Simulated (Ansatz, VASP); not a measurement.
W in VASP and in Ansatz

```
W
1.0
     2.57708    0.00000    0.00000
     0.00000    2.57708    0.00000
     0.00000    0.00000    2.57708
W
1
Direct
  0.00000 0.00000 0.00000
```

Alike in both runs: task relaxation of cell and atoms; functional RPBE; k mesh 12 × 12 × 12; occupations fermi-dirac, width 0.1 eV; no spin polarisation.

|  | VASP | Ansatz |
| --- | --- | --- |
| version | VASP 6.6.1 | Ansatz 0.2.0 |
| potentials or method | VASP PAW PBE potentials, release 64 (W_sv), cutoff 600 eV | plane waves (420 eV) with PAW, scalar-relativistic |
| valence electrons in the cell | 14 | 14 |

|  | VASP | Ansatz | Ansatz less VASP |
| --- | --- | --- | --- |
| relaxed volume (Å³/atom) | 18.65 | 18.61 | -0.042 |
| relaxed cell length with the largest relative difference (Å) | 2.652 | 2.650 | -0.0020 |

VASP's potentials were made for PBE, not for RPBE.

Neither program's run includes spin-orbit coupling.
